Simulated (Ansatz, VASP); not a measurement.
## ZnSe2 in VASP and in Ansatz

```
Zn Se
1.0
     6.68840    0.00000    0.00000
     0.00000    6.68840    0.00000
     0.00000    0.00000    6.29713
Zn Se
4 8
Direct
  0.50000 0.50000 0.00000
  0.50000 0.00000 0.50000
  0.00000 0.50000 0.50000
  0.00000 0.00000 0.00000
  0.10996 0.89004 0.39004
  0.89004 0.39004 0.10996
  0.39004 0.10996 0.89004
  0.60996 0.60996 0.60996
  0.89004 0.10996 0.60996
  0.10996 0.60996 0.89004
  0.60996 0.89004 0.10996
  0.39004 0.39004 0.39004
```

Alike in both runs: task single point; functional PBEsol; k mesh 6 × 6 × 6; occupations gaussian, width 0.05 eV; no spin polarisation.

|  | VASP | Ansatz |
| --- | --- | --- |
| version | VASP 6.6.1 | Ansatz 0.2.0 |
| potentials or method | VASP PAW PBE potentials, release 64 (Zn, Se), cutoff 520 eV | scalar-relativistic, plane waves, PAW |
| valence electrons in the cell | 96 | 176 |

VASP gave:

```
gap on the k mesh at the Fermi level (eV)                     : 0.56
least direct gap on the mesh (eV)                             : 0.72
pressure (GPa)                                                : -7.7
traceless stress, the component that is largest in VASP (GPa) : 0.42
rms of the force components (eV/Å)                            : 0.322
```

**Question.** Estimate Ansatz's values.

**Answer.** gap on the k mesh at the Fermi level (eV): 0.56; least direct gap on the mesh (eV): 0.71; pressure (GPa): -7.8; traceless stress, the component that is largest in VASP (GPa): 0.39; rms of the force components (eV/Å): 0.328.

VASP's potentials were made for PBE, not for PBEsol, and Ansatz warns of the same on its side. Atom by atom the forces differ by 0.007 eV/Å (rms over components). With one functional, cell and mesh, what is left measures potentials, basis and numerics. VASP's potentials hold 96 valence electrons a cell and Ansatz's 176, so a difference there can come from the potentials and not from the codes.
